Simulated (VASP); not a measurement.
Here is a VASP 6.6.1 calculation.

The input POSCAR:

```
TePb
1.0
    0.0000000000      3.2523979746      3.2523979746
    3.2523979746      0.0000000000      3.2523979746
    3.2523979746      3.2523979746      0.0000000000
Pb Te
1 1
Direct
    0.0000000000      0.0000000000      0.0000000000
    0.5000000000      0.5000000000      0.5000000000
```

INCAR.step1

```
SYSTEM = TePb
PREC = Accurate
ENCUT = 520
ISMEAR = -1
SIGMA = 0.05
LREAL = .False.
LASPH = .True.
NELM = 60
NBANDS = 17
GGA = PE
ALGO = Normal
EDIFF = 1E-4
LWAVE = .True.
LCHARG = .False.
```

INCAR.step2

```
SYSTEM = TePb
PREC = Accurate
ENCUT = 520
EDIFF = 1E-7
ISMEAR = -1
SIGMA = 0.05
LREAL = .False.
LASPH = .True.
NELM = 60
ALGO = Normal
ISIF = 2
LWAVE = .False.
LCHARG = .True.
METAGGA = R2SCAN
LMIXTAU = .True.
IVDW = 13
VDW_S6 = 1.0
VDW_S8 = 0.6018749
VDW_A1 = 0.51559235
VDW_A2 = 5.77342911
LELF = .True.
LVHAR = .True.
NBANDS = 17
ISTART = 1
```

File KPOINTS:

```
Automatic mesh
0
Gamma
  7 7 7
  0 0 0
```

Potentials or basis: VASP PAW PBE potentials, release 64 (Pb_d, Te).

Run with:

```sh
$ cat potpaw_PBE.64/Pb_d/POTCAR potpaw_PBE.64/Te/POTCAR > POTCAR
$ cp INCAR.step1 INCAR
$ mpirun -np 1 vasp_std > vasp.out
$ cp INCAR.step2 INCAR
$ mpirun -np 1 vasp_std > vasp.out
```

Problem. Estimate the pressure.

Solution. 0.0 GPa.

Problem. What does it give for the dispersion energy per atom?

Solution. -0.141 eV.

Caveat: the PAW data sets were made with another functional, which shifts forces and pressure a little.
